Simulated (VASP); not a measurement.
Write the native input for VASP 6.6.1 that does the following.

| Property | Result |
| --- | --- |
| Task | relaxation of cell and atoms |
| Functional | PBEsol |
| Potentials or basis | VASP PAW PBE potentials, release 64 (Pb_d) |
| Cutoff | 600 eV |
| k mesh | 9 × 9 × 9 |
| Occupations | fermi-dirac, width 0.05 eV |
| Spin | no spin polarisation |
| Target pressure | 10 GPa |
| Dipole correction | no |
| Further INCAR settings | ALGO = Fast; EDIFF = 1e-07; IBRION = 2; EDIFFG = -0.01; NSW = 60; ISIF = 3 |

The structure of Pb lies in POSCAR:

```
Pb
1.0
    0.0000000000      2.4750200000      2.4750200000
    2.4750200000      0.0000000000      2.4750200000
    2.4750200000      2.4750200000      0.0000000000
Pb
1
Direct
    0.0000000000      0.0000000000      0.0000000000
```

One way to write it, as run:

INCAR

```
ALGO     = Fast           # electronic algorithm
EDIFF    = 1E-7           # SCF threshold, eV
EDIFFG   = -0.01          # ionic threshold
ENCUT    = 600            # plane-wave cutoff, eV
GGA      = PS             # functional
IBRION   = 2              # ionic algorithm
ISIF     = 3              # what is computed and relaxed
ISMEAR   = -1             # smearing method
LASPH    = True           # aspherical terms in the spheres
LCHARG   = False          # write CHGCAR
LREAL    = False          # projectors in reciprocal space
LWAVE    = False          # write WAVECAR
NELM     = 80             # most SCF steps
NSW      = 60             # ionic steps
PREC     = Accurate       # precision mode
PSTRESS  = 100.0        
SIGMA    = 0.05           # smearing width, eV
```

KPOINTS

```
k-points
0
Gamma
  9 9 9
```

Potentials or basis: VASP PAW PBE potentials, release 64 (Pb_d).

Launch:

```console
$ cat potpaw_PBE.64/Pb_d/POTCAR > POTCAR
$ mpirun -np 1 vasp_std > vasp.out
```

Results of the run:

| Item | Value |
| --- | --- |
| Relaxed volume | 25.92 Å³/atom |
| Relaxed cell | a = 3.322 Å, b = 3.322 Å, c = 3.322 Å, α = 60.00°, β = 60.00°, γ = 60.00° |
| Space group after relaxing (to 0.05 Å) | Fm-3m (No. 225) |
| Energy change on relaxing (the enthalpy is what falls) | +109.2 meV/atom |
| Ionic steps | 7 |
| Pressure after relaxing | 10.0 GPa |
| Band gap on the k mesh | zero (band 7 reaches 17.69 eV, above the bottom of band 8 at 7.10 eV) |

Caveat: the cell is relaxed towards a set pressure, so the enthalpy falls and the energy may rise; the PAW data sets were made with another functional, which shifts forces and pressure a little; spin-orbit coupling is left out, which moves the levels of the heavy elements.

Run time: 3.6 min on 1 thread of AMD EPYC 7R13, on a shared host, peak memory 0.14 GiB.
